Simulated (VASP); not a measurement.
Write the native input for VASP 6.6.1 that does the following.

- Task: single point
- Functional: r2SCAN
- Potentials or basis: VASP PAW PBE potentials, release 64 (K_sv, Mg, Br)
- Cutoff: 520 eV
- k mesh: 6 × 6 × 6
- Occupations: gaussian, width 0.01 eV
- Spin: no spin polarisation
- Dipole correction: no
- Further INCAR settings: ALGO = Normal; EDIFF = 1e-07; NBANDS = 24

KMgBr3:

```
K Mg Br
1.0
     5.30317   -0.07955    0.00000
    -0.07955    5.30317    0.00000
     0.00000    0.00000    5.30317
K Mg Br
1 1 3
Cartesian
  0.0000 0.0000 0.0000
  2.6118 2.6118 2.6516
  2.6118 2.6118 0.0000
  2.6516 -0.0398 2.6516
  -0.0398 2.6516 2.6516
```

This cell differs from its parent crystal: shear xy strain -3.0%.

These files were run (other wordings do the same):

POSCAR

```
KMgBr3
1.0
    5.3031670886     -0.0795475063      0.0000000000
   -0.0795475063      5.3031670886      0.0000000000
    0.0000000000      0.0000000000      5.3031670886
K Mg Br
1 1 3
Direct
    0.0000000000      0.0000000000      0.0000000000
    0.5000000000      0.5000000000      0.5000000000
    0.5000000000      0.5000000000      0.0000000000
    0.5000000000      0.0000000000      0.5000000000
    0.0000000000      0.5000000000      0.5000000000
```

INCAR.step1

```
ALGO = Normal
EDIFF = 1E-4
ENCUT = 520
GGA = PE
ISMEAR = 0
LASPH = True
LCHARG = False
LREAL = False
LWAVE = True
NBANDS = 24
NELM = 100
PREC = Accurate
SIGMA = 0.01
```

INCAR.step2

```
ALGO = Normal
EDIFF = 1E-7
ENCUT = 520
ISIF = 2
ISMEAR = 0
ISTART = 1
LASPH = True
LCHARG = False
LMIXTAU = True
LREAL = False
LWAVE = False
METAGGA = R2SCAN
NBANDS = 24
NELM = 100
PREC = Accurate
SIGMA = 0.01
```

KPOINTS

```
k-points
0
Gamma
  6 6 6
```

Potentials or basis: VASP PAW PBE potentials, release 64 (K_sv, Mg, Br).

Launch:

```console
$ cat potpaw_PBE.64/K_sv/POTCAR potpaw_PBE.64/Mg/POTCAR potpaw_PBE.64/Br/POTCAR > POTCAR
$ cp INCAR.step1 INCAR
$ mpirun -np 1 vasp_std > vasp.out
$ cp INCAR.step2 INCAR
$ mpirun -np 1 vasp_std > vasp.out
```

Results of the run:

```
Pressure               : -0.1 GPa
Band gap on the k mesh : 3.55 eV (least direct gap 3.99 eV)
```

Caveat: the cell differs from its parent crystal (shear xy strain -3.0%); the PAW data sets were made with another functional, which shifts forces and pressure a little.

Run time: 7.5 min on 1 thread of AMD EPYC 9R14 (Zen 4), on a shared host, peak memory 0.35 GiB.
